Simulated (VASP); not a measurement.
Write the native input for VASP 6.6.1 that does the following.

```yaml
Task: single point
Functional: PBE
Dispersion: D3(BJ)
Potentials_or_basis: VASP PAW PBE potentials, release 64 (Sn_d, O)
Cutoff: 600 eV
k_mesh: 6 × 6 × 6
Occupations: fermi-dirac, width 0.05 eV
Spin: no spin polarisation
Dipole_correction: no
Further_INCAR_settings: ALGO = Normal; EDIFF = 1e-06; NBANDS = 64
```

The structure of SnO2 lies in POSCAR:

```
SnO2
1.0
   -3.2299379262      3.3897549447      3.3897621983
    3.2299379262     -3.3897549447      3.3897621983
    3.2299379262      3.3897549447     -3.3897621983
Sn O
4 8
Direct
    0.5000000000      0.0000000000      0.0000000000
    0.5000000000      0.5000000000      0.5000000000
    0.0000028830      0.7500028830      0.2500000000
    0.9999971170      0.2499971170      0.7500000000
    0.8062138946      0.8062083723      0.4999944777
    0.8062138946      0.3062194169      0.0000055223
    0.3062111466      0.2499977467      0.0562133999
    0.6937843468      0.2499977467      0.4437866001
    0.3062156532      0.7500022533      0.5562133999
    0.1937861054      0.6937805831      0.9999944777
    0.6937888534      0.7500022533      0.9437866001
    0.1937861054      0.1937916277      0.5000055223
```

The input as run:

INCAR

```
PREC = Accurate ; ENCUT = 600
EDIFF = 1E-6 ; ISMEAR = -1
SIGMA = 0.05 ; LREAL = F
LASPH = T ; NELM = 120
ALGO = Normal ; ISIF = 2
LWAVE = F ; LCHARG = T
GGA = PE ; IVDW = 12
LELF = T ; LVHAR = T
NBANDS = 64 ; GGA_COMPAT = F
```

KPOINTS

```
Automatic mesh
0
Gamma
  6 6 6
```

Potentials or basis: VASP PAW PBE potentials, release 64 (Sn_d, O).

Launch:

```bash
$ cat potpaw_PBE.64/Sn_d/POTCAR potpaw_PBE.64/O/POTCAR > POTCAR
$ mpirun -np 1 vasp_std > vasp.out
```

Results of the run:

```yaml
Pressure: 0.4 GPa
Largest_force: 0.015 eV/Å
Band_gap_on_the_k_mesh: 0.83 eV
Dispersion_energy_per_atom: -0.215 eV
```

Caveat: spin-orbit coupling is left out, which moves the levels of the heavy elements.

Run time: 17 min on 1 thread of Oxide Virtual Turin-like Processor (shared host), peak memory 0.53 GiB.
